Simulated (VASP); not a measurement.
# GaS2 (R-3m) in VASP: single point with PBE

Aim: the single point of GaS2 with PBE.

Everything below comes from runs of VASP 6.6.1. Logs are shortened: lines on timing, memory, paths and dates and some standing lists are left out, and cuts for length are marked.

## (1) The cell of the first run

Symmetry: R-3m, No. 166, trigonal system. Conventional cell: a = 7.360 Å, b = 7.360 Å, c = 17.958 Å, α = 90.00°, β = 90.00°, γ = 120.00°. Ga (site symmetry 3m) has 4 S at 2.25 Å within 3.0 Å. S (site symmetry -3m) has 2 Ga at 2.25 Å within 3.0 Å. Within 3.0 Å of S (site symmetry 2/m) lie 2 Ga at 2.25 Å.

The cell was generated, and may not be a known phase.

## (2) Single point, PBE

File INCAR:

```
PREC     = Accurate       # precision mode
ENCUT    = 520            # plane-wave cutoff, eV
EDIFF    = 1E-7           # SCF threshold, eV
ISMEAR   = 0              # smearing method
SIGMA    = 0.1            # smearing width, eV
LREAL    = False          # projectors in reciprocal space
LASPH    = True           # aspherical terms in the spheres
NELM     = 80             # most SCF steps
ALGO     = Normal         # electronic algorithm
ISIF     = 2              # what is computed and relaxed
LWAVE    = False          # write WAVECAR
LCHARG   = True           # write CHGCAR
GGA      = PE             # functional
LELF     = True           # ELF
LVHAR    = True         
NBANDS   = 34             # bands
```

File KPOINTS:

```
Automatic mesh
0
Gamma
  6 6 6
```

File POSCAR:

```
GaS2
1.0
    3.6799832598      2.1246393257      5.9861295236
   -3.6799832598      2.1246393257      5.9861295236
    0.0000000000     -4.2492786513      5.9861295236
Ga S
2 4
Direct
    0.6253538294      0.6253538294      0.6253538294
    0.3746461706      0.3746461706      0.3746461706
    0.5000000000      0.5000000000      0.5000000000
    0.5000000000      0.5000000000      0.0000000000
    0.0000000000      0.5000000000      0.5000000000
    0.5000000000      0.0000000000      0.5000000000
```

Potentials or basis: VASP PAW PBE potentials, release 64 (Ga_d, S).

Run with:

```bash
$ cat potpaw_PBE.64/Ga_d/POTCAR potpaw_PBE.64/S/POTCAR > POTCAR
$ mpirun -np 1 vasp_std > vasp.out
```

OUTCAR:

```text
PREC = Accurate
   ENCUT = 520
   EDIFF = 1E-7
   ISMEAR = 0
   LREAL = False
   LASPH = True
   NELM = 80
   ISIF = 2
   GGA = PE

 ion  position               nearest neighbor table
   1  0.625  0.625  0.625-   4 2.25   5 2.25   6 2.25   3 2.25
   2  0.375  0.375  0.375-   4 2.25   5 2.25   6 2.25   3 2.25
   3  0.500  0.500  0.500-   1 2.25   2 2.25
   4  0.500  0.500  0.000-   1 2.25   2 2.25
   5  0.000  0.500  0.500-   1 2.25   2 2.25
   6  0.500  0.000  0.500-   1 2.25   2 2.25

  LATTYP: Found a trigonal (rhomboedric) cell.
 ALAT       =     7.3409887434
 COS(alpha) =     0.4974114786

  Lattice vectors:

 A1 = (   3.6799832598,   2.1246393257,   5.9861295236)
 A2 = (  -3.6799832598,   2.1246393257,   5.9861295236)
 A3 = (   0.0000000000,  -4.2492786513,   5.9861295236)

Analysis of symmetry for initial positions (statically):
=====================================================================
 Subroutine PRICEL returns:
 Original cell was already a primitive cell.

 Routine SETGRP: Setting up the symmetry group for a
 trigonal (rhombohedral) supercell.

 Subroutine GETGRP returns: Found 12 space group operations
 (whereof 12 operations were pure point group operations)
 out of a pool of 12 trial point group operations.

The static configuration has the point symmetry D_3d.

Analysis of symmetry for dynamics (positions and initial velocities):
=====================================================================
 Subroutine PRICEL returns:
 Original cell was already a primitive cell.

 Routine SETGRP: Setting up the symmetry group for a
 trigonal (rhombohedral) supercell.

 Subroutine GETGRP returns: Found 12 space group operations
 (whereof 12 operations were pure point group operations)
 out of a pool of 12 trial point group operations.

The dynamic configuration has the point symmetry D_3d.

 Subroutine INISYM returns: Found 12 space group operations
 (whereof 12 operations are pure point group operations),
 and found     1 'primitive' translations

----------------------------------------------------------------------------------------

                                     Primitive cell

  volume of cell :     280.8202

  direct lattice vectors                    reciprocal lattice vectors
[... 90 lines left out ...]
   LNONCOLLINEAR =      F non collinear calculations
   LSORBIT =      F    spin-orbit coupling
   LASPH  =      T    aspherical Exc in radial PAW
   ENCUT  =  520.0 eV  38.22 Ry    6.18 a.u.  13.65 13.65 13.65*2*pi/ulx,y,z
   NELM   =     80;   NELMIN=  2; NELMDL= -5     # of ELM steps
   EDIFF  = 0.1E-06   stopping-criterion for ELM
   LREAL  =      F    real-space projection
   EDIFFG = 0.1E-05   stopping-criterion for IOM
   NSW    =      0    number of steps for IOM
   IBRION =     -1    ionic relax: 0-MD 1-quasi-New 2-CG
   NFREE  =      0    steps in history (QN), initial steepest desc. (CG)
   ISIF   =      2    stress and relaxation
   ISYM   =      2    0-nonsym 1-usesym 2-fastsym
   POTIM  = 0.5000    time-step for ionic-motion
   TEBEG  =    0.0;   TEEND  =   0.0 temperature during run
   PSTRESS=    0.0 pullay stress
   NELECT =      50.0000    total number of electrons
   NUPDOWN=      -1.0000    fix difference up-down
   EMIN   =  10.00;   EMAX   =-10.00  energy-range for DOS
   EFERMI =   0.00;   METHOD = LEGACY
   ISMEAR =     0;   SIGMA  =   0.10  broadening in eV -4-tet -1-fermi 0-gaus
   EFERMI_NEDOS =   21; number of points for ismear=-14 and -15
   IALGO  =     38    algorithm
   IMIX   =      4    mixing-type and parameters
     AMIX     =   0.40;   BMIX     =  1.00
     AMIX_MAG =   1.60;   BMIX_MAG =  1.00
  volume/ion in A,a.u.               =      46.80       315.84
  Fermi-wavevector in a.u.,A,eV,Ry     =   0.920991  1.740421 11.540792  0.848224
  Thomas-Fermi vector in A             =   2.046358
   LORBIT       =      0    0 simple, 1 ext, 2 COOP (PROOUT), +10 PAW based schemes
   GGA     = PE    functional components
   LHFCALC =     F    Hartree Fock is set to
   AEXX    =    0.0000 exact exchange contribution
   IVDW    =     0    specifies the selected vdW correction
   LEPSILON=     F    determine dielectric tensor
   LRPA    =     F    only Hartree local field effects (RPA)
 non-spin polarized calculation
 Gauss-broadening in eV      SIGMA  =   0.10
  energy-cutoff  :      520.00
  volume of cell :      280.82
 maximum number of plane-waves:      7631
 NGX is ok and might be reduce to    56
   NGX = 27   NGY = 27   NGZ = 27

 number of electron      50.0000024 magnetization

 Free energy of the ion-electron system (eV)
  ---------------------------------------------------
  ext. energy  EPLUGINS =         0.00000000
  ---------------------------------------------------
  free energy    TOTEN  =       -20.80973757 eV

  energy without entropy =      -20.76096976  energy(sigma->0) =      -20.78535367

 E-fermi :  -2.4326     XC(G=0):  -5.6580

 val. band max:       -2.4326953565   @ k =   0.3333   0.1667   0.1667
 cond. band min:      -2.4323194652   @ k =  -0.1667   0.1667   0.0000
 fundamental gap:      0.0003758913
 Fermi energy:        -2.4326012256

 k-point     1 :       0.0000    0.0000    0.0000
  band No.  band energies     occupation
      1     -17.0620      2.00000
      2     -17.0598      2.00000
      3     -17.0598      2.00000
      4     -16.9127      2.00000
      5     -16.9114      2.00000
      6     -16.9114      2.00000
[... 877 lines left out ...]
     33       4.8833      0.00000
     34       4.8944      0.00000

 [... further k-points ...]
[... 5 lines left out ...]
  --------------------------------------------------------------------------------------
  -------------------------------------------------------------------------------------
  Total       -0.0758709     -0.0758709     -0.0231237      0.0000000     -0.0000000      0.0000000
  in kB       -0.4328698     -0.4328698     -0.1319286      0.0000000     -0.0000000      0.0000000
  external PRESSURE =      -0.3325561 kB  Pullay stress =       0.0000000 kB

 VOLUME and BASIS-vectors are now :
 -----------------------------------------------------------------------------
  energy-cutoff  :      520.00
  volume of cell :      280.82
      direct lattice vectors                 reciprocal lattice vectors
     3.679983260  2.124639326  5.986129524     0.135870183  0.078444687  0.055684283
    -3.679983260  2.124639326  5.986129524    -0.135870183  0.078444687  0.055684283
     0.000000000 -4.249278651  5.986129524     0.000000000 -0.156889374  0.055684283

 POSITION                                       TOTAL-FORCE (eV/Angst)
 -----------------------------------------------------------------------------------
      0.00000      0.00000     11.23035        -0.000000      0.000000      0.005037
      0.00000      0.00000      6.72804        -0.000000     -0.000000     -0.005037
      0.00000      0.00000      8.97919        -0.000000      0.000000     -0.000000
      0.00000      2.12464      5.98613        -0.000000      0.000000      0.000000
     -1.83999     -1.06232      5.98613         0.000000      0.000000      0.000000
      1.83999     -1.06232      5.98613         0.000000      0.000000      0.000000
 -----------------------------------------------------------------------------------
    total drift:                                0.000000      0.000000      0.000000

  FREE ENERGIE OF THE ION-ELECTRON SYSTEM (eV)
  ---------------------------------------------------
  free  energy   TOTEN  =       -20.8097375745 eV

  energy  without entropy=      -20.7609697567  energy(sigma->0) =      -20.78535367
```

OSZICAR:

```text
N       E                     dE             d eps       ncg     rms          rms(c)
DAV:   1     0.408558938160E+03    0.40856E+03   -0.21259E+04  2184   0.145E+03
[... 10 lines left out ...]
DAV:  12    -0.208099063131E+02   -0.34074E-04   -0.29612E-04  2964   0.138E-01    0.134E-01
DAV:  13    -0.208097802244E+02    0.12609E-03   -0.33771E-04  2564   0.103E-01    0.754E-02
DAV:  14    -0.208097554271E+02    0.24797E-04   -0.10014E-04  3094   0.120E-01    0.576E-02
DAV:  15    -0.208097493846E+02    0.60425E-05   -0.50869E-05  2690   0.630E-02    0.213E-02
DAV:  16    -0.208097383759E+02    0.11009E-04   -0.17737E-05  2728   0.699E-02    0.189E-02
DAV:  17    -0.208097380660E+02    0.30990E-06   -0.33554E-06  2912   0.155E-02    0.947E-03
DAV:  18    -0.208097375705E+02    0.49550E-06   -0.24897E-06  2422   0.268E-02    0.475E-03
DAV:  19    -0.208097375745E+02   -0.39799E-08   -0.16630E-07  1542   0.335E-03
   1 F= -.20809738E+02 E0= -.20785354E+02  d E =-.487678E-01
```

Run time: 4.2 min. Hardware: 1 thread of AMD EPYC 9R45 (Zen 5), shared host; peak memory 0.53 GiB.

What came out:

* Free energy: -20.8097 eV
* Pressure: 0.0 GPa
* Largest force: 0.005 eV/Å
* Band gap on the k mesh: zero (bands 25 and 26 overlap by 0.34 eV)

Forces in eV/Å, atoms in the order of the input:
```
Ga   0.000  0.000  0.005
Ga   0.000  0.000 -0.005
S    0.000  0.000  0.000
S    0.000  0.000  0.000
S    0.000  0.000  0.000
S    0.000  0.000  0.000
```

Levels at points of the mesh, in eV from the Fermi level:
```
           k point  band 21  band 22  band 23  band 24  band 25  band 26  band 27  band 28  band 29  band 30
(0.00, 0.00, 0.00)    -0.43    -0.43    -0.41    -0.23     0.21     0.22     0.22     4.36     4.38     4.38
(0.50, 0.00, 0.00)    -0.82    -0.82    -0.82    -0.12    -0.12     0.22     1.56     5.13     5.40     5.42
(0.50, 0.50, 0.00)    -1.12    -1.11    -0.47    -0.47     0.01     0.02     3.22     3.24     6.69     6.70
(0.50, 0.50, 0.50)    -0.83    -0.82    -0.82    -0.13    -0.13     0.21     1.54     5.15     5.41     5.41
```
